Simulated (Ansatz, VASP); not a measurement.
## CO2: VASP beside Ansatz

The input INCAR:

```
SYSTEM = CO2
PREC = Accurate
ENCUT = 520
EDIFF = 1E-7
ISMEAR = 0
SIGMA = 0.01
LREAL = .FALSE.
LASPH = .TRUE.
NELM = 80
ALGO = Normal
ISIF = 2
LWAVE = .FALSE.
LCHARG = .FALSE.
GGA = CA
NBANDS = 25
```

The input KPOINTS:

```
regular mesh
0
G
  10 10 10
  0 0 0
```

File POSCAR:

```
CO2
1.0
   -1.9747270000      1.9747270000      3.0140580000
    1.9747270000     -1.9747270000      3.0140580000
    1.9747270000      1.9747270000     -3.0140580000
O C
4 2
Direct
    0.8750000000      0.9597980000      0.5847980000
    0.3750000000      0.2902020000      0.4152020000
    0.0402020000      0.6250000000      0.9152020000
    0.7097980000      0.1250000000      0.0847980000
    0.0000000000      0.0000000000      0.0000000000
    0.7500000000      0.2500000000      0.5000000000
```

The input input.yaml:

```yaml
crystal:
  lattice:
    - [-1.974727, 1.974727, 3.014058]
    - [1.974727, -1.974727, 3.014058]
    - [1.974727, 1.974727, -3.014058]
  atoms:
    - { symbol: O, position: [0.875, 0.959798, 0.584798] }
    - { symbol: O, position: [0.375, 0.290202, 0.415202] }
    - { symbol: O, position: [0.040202, 0.625, 0.915202] }
    - { symbol: O, position: [0.709798, 0.125, 0.084798] }
    - { symbol: C, position: [0.0, 0.0, 0.0] }
    - { symbol: C, position: [0.75, 0.25, 0.5] }
kpoints:
  mp_grid: { grid: [10, 10, 10] }
  band_path:
    path:
      - [0.0, 0.0, 0.0]
      - [0.0, 0.0, 0.5]
      - [0.25, 0.25, 0.25]
      - [0.0, 0.5, 0.0]
      - [0.5, 0.5, -0.5]
      - [0.3573126517, 0.6426873483, -0.3573126517]
      - [-0.3573126517, 0.3573126517, 0.3573126517]
      - [-0.2146253035, 0.2146253035, 0.5]
      - [0.5, 0.5, -0.2146253035]
    npoints: 1
hamiltonian:
  xc: lda
scf:
  occupations: { method: fixed }
  n_extra_bands: 5
output:
  forces: true
  stress: true
  eigenvalues: true
  write_density: true
  write_potential: true
  elf: true
  volumetric_format: npy
```

Alike in both runs: functional LDA; k mesh 10 × 10 × 10; no spin polarisation.

```csv
,VASP,Ansatz
version,VASP 6.6.1,Ansatz 0.2.0
potentials or method,"VASP PAW LDA potentials, release 64 (O, C)",Ansatz PAW
plane-wave cutoff (eV),520,420
occupations,"gaussian, width 0.01 eV",fixed
valence electrons in the cell,32,32
task,single point,band structure
```

|  | VASP | Ansatz | Ansatz less VASP |
| --- | --- | --- | --- |
| gap on the k mesh at the Fermi level (eV) | 7.38 | 7.46 | +0.077 |
| least direct gap on the mesh (eV) | 7.89 | 7.94 | +0.049 |
| pressure (GPa) | -11.8 | -14.0 | -2.21 |
| traceless stress, the component that is largest in VASP (GPa) | -0.68 | -0.45 | +0.225 |
| rms of the force components (eV/Å) | 0.198 | 0.260 | +0.0621 |

LDA's correlation is that of Perdew and Zunger in VASP and of Perdew and Wang (1992) in Ansatz. Atom by atom the forces differ by 0.062 eV/Å (rms over components).
